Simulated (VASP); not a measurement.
A run of VASP 6.6.1 is set up as follows.

File INCAR:

```
AGGAC    = 1.0          
AGGAX    = 1.0          
ALDAC    = 0.0          
ALDAX    = 1.0          
ALGO     = Normal         # electronic algorithm
EDIFF    = 1E-7           # SCF threshold, eV
ENCUT    = 520            # plane-wave cutoff, eV
GGA      = B5             # functional
ISIF     = 2              # what is computed and relaxed
ISMEAR   = -1             # smearing method
LASPH    = T              # aspherical terms in the spheres
LCHARG   = F              # write CHGCAR
LREAL    = F              # projectors in reciprocal space
LWAVE    = F              # write WAVECAR
NBANDS   = 15             # bands
NELM     = 60             # most SCF steps
PREC     = Accurate       # precision mode
SIGMA    = 0.05           # smearing width, eV
```

KPOINTS

```
k-points
0
Gamma
  8 8 7
```

The input POSCAR:

```
PtSe
1.0
    3.8108882586     -0.0000000030      0.0000000000
   -1.9054441267      3.3003260445      0.0000000000
    0.0000000000      0.0000000000      3.2907135037
Pt Se
1 1
Direct
    0.0000000000      0.0000000000      0.0000000000
    0.6666666667      0.3333333333      0.5000000000
```

Potentials or basis: VASP PAW PBE potentials, release 64 (Pt, Se).

Launch:

```bash
$ cat potpaw_PBE.64/Pt/POTCAR potpaw_PBE.64/Se/POTCAR > POTCAR
$ mpirun -np 1 vasp_std > vasp.out
```

(1) Predict the band gap on the k mesh.

(2) Predict the pressure.

Answers

(1) zero (band 8 reaches 7.43 eV, above the bottom of band 9 at 6.69 eV).

(2) 0.4 GPa.

Caveat: the PAW data sets were made with another functional, which shifts forces and pressure a little; spin-orbit coupling is left out, which moves the levels of the heavy elements.
